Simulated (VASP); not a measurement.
Set up this calculation in VASP 6.6.1, as the native input.

- Task: single point
- Functional: PBEsol
- Potentials or basis: VASP PAW PBE potentials, release 64 (Bi_d, Te)
- Cutoff: 520 eV
- k mesh: 12 × 12 × 12
- Occupations: gaussian, width 0.03 eV
- Spin: no spin polarisation
- Dipole correction: no
- Further INCAR settings: ALGO = Normal; EDIFF = 1e-07; NBANDS = 32

The structure of Bi2Te3 lies in POSCAR:

```
Bi2Te3
1.0
    2.0151858549      1.1634680958     10.5120762518
   -2.0151858549      1.1634680958     10.5120762518
    0.0000000000     -2.3269361916     10.5120762518
Bi Te
2 3
Direct
    0.3998250490      0.3998250490      0.3998250490
    0.6001749510      0.6001749510      0.6001749510
    0.0000000000      0.0000000000      0.0000000000
    0.2100063517      0.2100063517      0.2100063517
    0.7899936483      0.7899936483      0.7899936483
```

This cell differs from its parent crystal: strain -0.080 along x and y, +0.040 along z.

The input as run:

INCAR

```
PREC = Accurate
ENCUT = 520
EDIFF = 1E-7
ISMEAR = 0
SIGMA = 0.03
LREAL = F
LASPH = T
NELM = 100
ALGO = Normal
ISIF = 2
LWAVE = F
LCHARG = F
GGA = PS
NBANDS = 32
```

KPOINTS

```
regular mesh
0
Gamma
  12 12 12
```

Potentials or basis: VASP PAW PBE potentials, release 64 (Bi_d, Te).

The run is started by

```console
$ cat potpaw_PBE.64/Bi_d/POTCAR potpaw_PBE.64/Te/POTCAR > POTCAR
$ mpirun -np 1 vasp_std > vasp.out
```

Results of the run:

```yaml
Pressure: 8.3 GPa
Largest_force: 0.730 eV/Å
Band_gap_on_the_k_mesh: zero (bands 24 and 25 overlap by 0.48 eV)
```

Caveat: the cell differs from its parent crystal (strain -0.080 along x and y, +0.040 along z); the cell stands under pressure; the PAW data sets were made with another functional, which shifts forces and pressure a little; spin-orbit coupling is left out, which moves the levels of the heavy elements.

Wall time 100 min on 1 thread of Intel Xeon 8259CL (shared host), peak memory 1.4 GiB.
